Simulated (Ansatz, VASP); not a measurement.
One calculation of Fe5Co, two programs

```
CELL_PARAMETERS angstrom
0.00000 0.00000 -4.35543
-3.75781 -2.16957 0.00000
0.00000 4.33915 0.00000
ATOMIC_POSITIONS crystal
Fe 0.75000 0.33333 0.33302
Fe 0.75000 0.66636 0.00000
Fe 0.75000 0.00031 0.66698
Fe 0.25000 0.66667 0.66667
Fe 0.25000 0.00000 0.33333
Co 0.25000 0.33333 0.00000
```

Alike in both runs: functional PBE; k mesh 8 × 9 × 9; occupations gaussian, width 0.1 eV; collinear spin.

Ansatz relaxed the structure, and its values are those at the end. VASP's run is a single point on that final structure, the one shown.

|  | VASP | Ansatz |
| --- | --- | --- |
| version | VASP 6.6.1 | Ansatz 0.2.0 |
| potentials or method | VASP PAW PBE potentials, release 64 (Fe, Co), cutoff 520 eV | scalar-relativistic, plane waves, PAW |
| valence electrons in the cell | 49 | 97 |

Ansatz gave:

- gap on the k mesh at the Fermi level (eV): none
- pressure (GPa): 0.1
- net moment per atom (μB): 2.40
- size of the moment on the site where the two differ most (μB): 1.71

Question: What did VASP give for the same quantities?

Answer: gap on the k mesh at the Fermi level (eV): none; pressure (GPa): -0.2; net moment per atom (μB): 2.40; size of the moment on the site where the two differ most (μB): 1.64.

Site moments also hang on the region over which each program counts them. A gap of «none» marks a metal or a gap that the smearing closes. With one functional, cell and mesh, what is left measures potentials, basis and numerics. VASP's potentials hold 49 valence electrons a cell and Ansatz's 97, so a difference there can come from the potentials and not from the codes. Ansatz's warnings: structure snapped to symmetry.
